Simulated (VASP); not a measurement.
The system is Ge.

```xyz
2
Lattice="1.4881 -2.5947 0.0000 1.4881 2.5947 0.0000 0.0000 0.0000 4.7276" Properties=species:S:1:pos:R:3 pbc="T T T"
Ge    1.4881    0.8643    1.1819
Ge    1.4881   -0.8643    3.5457
```

This isn't the form of Ge at room conditions, which is diamond.

- Program: VASP 6.6.1
- Task: relaxation of cell and atoms
- Functional: BLYP
- Dispersion: D3(BJ)
- Potentials or basis: VASP PAW PBE potentials, release 64 (Ge_d)
- Cutoff: 600 eV
- k mesh: 10 × 10 × 6
- Occupations: fermi-dirac, width 0.05 eV
- Spin: no spin polarisation

At the start: pressure 4.0 GPa; volume 18.25 Å³/atom.

Q: How do energy, volume and symmetry change on relaxing?

A: Over 8 steps the energy falls by 14.8 meV/atom and the volume is 19.29 Å³/atom (+5.7 %); space group P6_3/mmc (No. 194, to 0.1 Å) before and after.

The path:
| step | energy change (eV) | largest force (eV/Å) | pressure (GPa) | volume (Å³) |
| --- | --- | --- | --- | --- |
| 1 | 0.0000 | 0.0008 | 4.00 | 36.51 |
| 2 | -0.0285 | 0.0012 | -0.27 | 38.96 |
| 3 | -0.0287 | 0.0012 | -0.32 | 38.85 |
| 4 | -0.0287 | 0.0011 | -0.18 | 38.74 |
| 5 | -0.0287 | 0.0011 | -0.03 | 38.70 |
| 6 | -0.0294 | 0.0006 | 0.00 | 38.64 |
| 7 | -0.0296 | 0.0003 | 0.07 | 38.59 |
| 8 | -0.0296 | 0.0003 | 0.06 | 38.58 |

Final structure:
```
Ge
1.0
     1.50322   -2.62276    0.00000
     1.50322    2.62276    0.00000
     0.00000    0.00000    4.89321
Ge
2
Direct
  0.33342 0.66658 0.25000
  0.66658 0.33342 0.75000
```

Caveat: the PAW data sets were made with another functional, which shifts forces and pressure a little.
